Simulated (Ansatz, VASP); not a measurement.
Os in VASP and in Ansatz

```xyz
1
Lattice="2.5911 0.0000 0.0000 0.0000 2.5911 0.0000 0.0000 0.0000 2.5911" Properties=species:S:1:pos:R:3 pbc="T T T"
Os    0.0000    0.0000    0.0000
```

Change from the starting cell: functional lda, volume scaled by 1.04, PAW files.

Alike in both runs: task electric field gradients; functional LDA; k mesh 15 × 15 × 15; occupations fermi-dirac, width 0.05 eV; no spin polarisation.

```csv
,VASP,Ansatz
version,VASP 6.6.1,Ansatz 0.2.0
potentials or method,"VASP PAW LDA potentials, release 64 (Os)","PAW with Ansatz's default frozen-core files, scalar-relativistic"
plane-wave cutoff (eV),520,420
valence electrons in the cell,8,16
```

|  | VASP | Ansatz | Ansatz less VASP |
| --- | --- | --- | --- |
| pressure (GPa) | -22.3 | -22.1 | +0.21 |

LDA's correlation is that of Perdew and Zunger in VASP and of Perdew and Wang (1992) in Ansatz. VASP's potentials hold 8 valence electrons a cell and Ansatz's 16, so a difference there can come from the potentials and not from the codes.

Spin-orbit coupling is off throughout.
